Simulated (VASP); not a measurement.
# Y (P3_121) in VASP: a series of runs, part 2 of 2

VASP 6.6.1. Earlier steps stand in the parts before.

## Step 3: Relaxation of cell and atoms, r2SCAN

POSCAR reads:

```
Y
1.0
    4.7109923454      0.0000000000      0.0000000000
   -2.3554961728      4.0798390482      0.0000000000
    0.0000000000      0.0000000000      5.3447785157
Y
3
Direct
    0.2254000000      0.0000000000      0.3333333333
    0.0000000000      0.2254000000      0.6666666667
    0.7746000000      0.7746000000      0.0000000000
```

INCAR.step1 reads:

```
PREC = Accurate ; ENCUT = 600
ISMEAR = 0 ; SIGMA = 0.1
LREAL = F ; LASPH = T
NELM = 100 ; GGA = PE
ALGO = Normal ; EDIFF = 1E-4
LWAVE = T ; LCHARG = F
```

INCAR.step2 reads:

```
PREC = Accurate ; ENCUT = 600
EDIFF = 1E-6 ; ISMEAR = 0
SIGMA = 0.1 ; LREAL = F
LASPH = T ; NELM = 100
ALGO = Normal ; ISIF = 3
LWAVE = F ; LCHARG = F
METAGGA = R2SCAN ; LMIXTAU = T
IBRION = 2 ; NSW = 90
EDIFFG = -0.04 ; ISTART = 1
```

KPOINTS reads:

```
Automatic mesh
0
Gamma
  6 6 4
```

Potentials or basis: VASP PAW PBE potentials, release 64 (Y_sv).

Launch:

```sh
$ cat potpaw_PBE.64/Y_sv/POTCAR > POTCAR
$ cp INCAR.step1 INCAR
$ mpirun -np 1 vasp_std > vasp.out
$ cp INCAR.step2 INCAR
$ mpirun -np 1 vasp_std > vasp.out
```

OUTCAR:

```text
PREC = Accurate
   ENCUT = 600
   EDIFF = 1E-6
   ISMEAR = 0
   LREAL = F
   LASPH = T
   NELM = 100
   ISIF = 3
   METAGGA = R2SCAN
   IBRION = 2
   NSW = 90
   EDIFFG = -0.04
   ISTART = 1

 ion  position               nearest neighbor table
   1  0.225  0.000  0.333-   3 2.56   2 2.56   3 3.71   3 3.71   2 3.71   2 3.71   2 4.01   3 4.01

   2  0.000  0.225  0.667-   3 2.56   1 2.56   3 3.71   3 3.71   1 3.71   1 3.71   1 4.01   3 4.01

   3  0.775  0.775  0.000-   1 2.56   2 2.56   2 3.71   1 3.71   1 3.71   2 3.71   1 4.01   2 4.01

  LATTYP: Found a hexagonal cell.
 ALAT       =     4.7109923454
 C/A-ratio  =     1.1345334749

  Lattice vectors:

 A1 = (   4.7109923454,   0.0000000000,   0.0000000000)
 A2 = (  -2.3554961728,   4.0798390482,   0.0000000000)
 A3 = (   0.0000000000,   0.0000000000,   5.3447785157)

Analysis of symmetry for initial positions (statically):
=====================================================================
 Subroutine PRICEL returns:
 Original cell was already a primitive cell.

 Routine SETGRP: Setting up the symmetry group for a
 hexagonal supercell.

 Subroutine GETGRP returns: Found  6 space group operations
 (whereof  2 operations were pure point group operations)
 out of a pool of 24 trial point group operations.

The static configuration has the point symmetry C_2 .
 The point group associated with its full space group is D_3 .

[... 174 lines left out ...]
  external PRESSURE =       4.7831494 kB  Pullay stress =       0.0000000 kB
[... 92 lines left out ...]
  FREE ENERGIE OF THE ION-ELECTRON SYSTEM (eV)
  ---------------------------------------------------
  free  energy   TOTEN  =       -58.5108929301 eV

  energy  without entropy=      -58.4634829731  energy(sigma->0) =      -58.48718795

 E-fermi :   2.9814     XC(G=0):  -9.9929

 val. band max:        2.9424116060   @ k =   0.5000  -0.0000   0.0000
 cond. band min:       3.0102350886   @ k =   0.1667   0.1667   0.0000
 fundamental gap:      0.0678234826
 Fermi energy:         2.9813645296

 k-point     1 :       0.0000    0.0000    0.0000
  band No.  band energies     occupation
      1     -41.2738      2.00000
      2     -41.2299      2.00000
      3     -41.2299      2.00000
      4     -20.7253      2.00000
      5     -20.7253      2.00000
      6     -20.3739      2.00000
[... 541 lines left out ...]
     19       3.5394      0.00000
     20       3.5752      0.00000

[... ionic steps 4 to 11 ...]

--------------------------------------- Ionic step       12  -------------------------------------------

 number of electron      32.9999991 magnetization

------------------------ aborting loop because EDIFF is reached ----------------------------------------
[... 69 lines left out ...]
--------------------------------------- Ionic step       14  -------------------------------------------

 number of electron      32.9999992 magnetization

 Free energy of the ion-electron system (eV)
  ---------------------------------------------------
  ext. energy  EPLUGINS =         0.00000000
  ---------------------------------------------------
  free energy    TOTEN  =       -60.67578138 eV

  energy without entropy =      -60.65273835  energy(sigma->0) =      -60.66425987

 E-fermi :   3.0200     XC(G=0): -10.0215

 val. band max:        2.9854136745   @ k =   0.5000  -0.0000   0.0000
 cond. band min:       3.0344716196   @ k =   0.1667   0.1667   0.0000
 fundamental gap:      0.0490579451
 Fermi energy:         3.0199943398

 k-point     1 :       0.0000    0.0000    0.0000
  band No.  band energies     occupation
      1     -41.2188      2.00000
      2     -41.1713      2.00000
      3     -41.1713      2.00000
      4     -20.6832      2.00000
      5     -20.6832      2.00000
      6     -20.3213      2.00000
[... 571 lines left out ...]
  FREE ENERGIE OF THE ION-ELECTRON SYSTEM (eV)
  ---------------------------------------------------
  free  energy   TOTEN  =       -60.6757813826 eV

  energy  without entropy=      -60.6527383541  energy(sigma->0) =      -60.66425987

 reached required accuracy - stopping structural energy minimisation
```

It took 44 min on 1 thread of Intel Xeon Platinum 8488C (Sapphire Rapids), shared host; peak memory 0.34 GiB.

Results:

```yaml
Free_energy: -60.6758 eV
Relaxed_volume: 33.31 Å³/atom
Relaxed_cell: a = 3.607 Å, b = 3.607 Å, c = 8.870 Å, α = 90.00°, β = 90.00°, γ = 120.00°
Space_group_after_relaxing_to_0.05_Å: P3_121 (No. 152)
Energy_gained_by_relaxing: 1547.4 meV/atom
Ionic_steps: 14
Pressure_after_relaxing: 0.0 GPa
Largest_force_after_relaxing: 0.011 eV/Å
```

Forces on the atoms (eV/Å):
```
Y   -0.011  0.000  0.000
Y    0.005 -0.009  0.000
Y    0.005  0.009  0.000
```

Step by step:
```tsv
step	energy change (eV)	largest force (eV/Å)	pressure (GPa)	volume (Å³)
1	0.0000	2.8704	0.48	102.73
2	-1.1895	2.0743	-0.86	104.11
3	-2.4773	0.0459	-0.43	106.60
4	-2.6142	0.1640	-0.70	106.89
5	-2.9259	0.2454	-1.41	107.10
6	-3.6905	0.0228	-2.02	106.13
7	-4.5892	0.0882	0.17	99.32
8	-4.6162	0.0863	-0.84	101.87
9	-4.6402	0.0171	-0.44	101.06
10	-4.6400	0.0097	-0.28	100.65
11	-4.6364	0.0128	0.83	97.76
12	-4.6417	0.0107	0.11	99.61
13	-4.6416	0.0110	-0.17	100.35
14	-4.6422	0.0108	-0.03	99.94
```

Final structure:
```cif
data_structure
_symmetry_space_group_name_H-M 'P 1'
_symmetry_Int_Tables_number 1
_cell_length_a 3.6071
_cell_length_b 3.6071
_cell_length_c 8.8697
_cell_angle_alpha 90.000
_cell_angle_beta 90.000
_cell_angle_gamma 120.000
_cell_volume 99.94
loop_
_atom_site_label
_atom_site_type_symbol
_atom_site_fract_x
_atom_site_fract_y
_atom_site_fract_z
_atom_site_occupancy
Y1 Y 0.67139 0.00000 0.33333 1
Y2 Y 0.00000 0.67139 0.66667 1
Y3 Y 0.32861 0.32861 0.00000 1
```

Levels at points of the mesh, in eV from the Fermi level:
```csv
k point,band 14,band 15,band 16,band 17,band 18,band 19
"(0.00, 0.00, 0.00)",-2.78,-2.78,0.45,0.45,1.99,2.04
"(0.50, 0.00, 0.00)",-1.52,-1.50,-0.79,-0.07,-0.03,1.22
"(0.00, 0.00, 0.50)",-4.29,-1.98,0.36,1.30,1.30,1.86
"(0.50, 0.00, 0.50)",-1.44,-1.43,-0.50,-0.48,0.39,1.14
```

Caveat: the PAW data sets were made with another functional, which shifts forces and pressure a little.
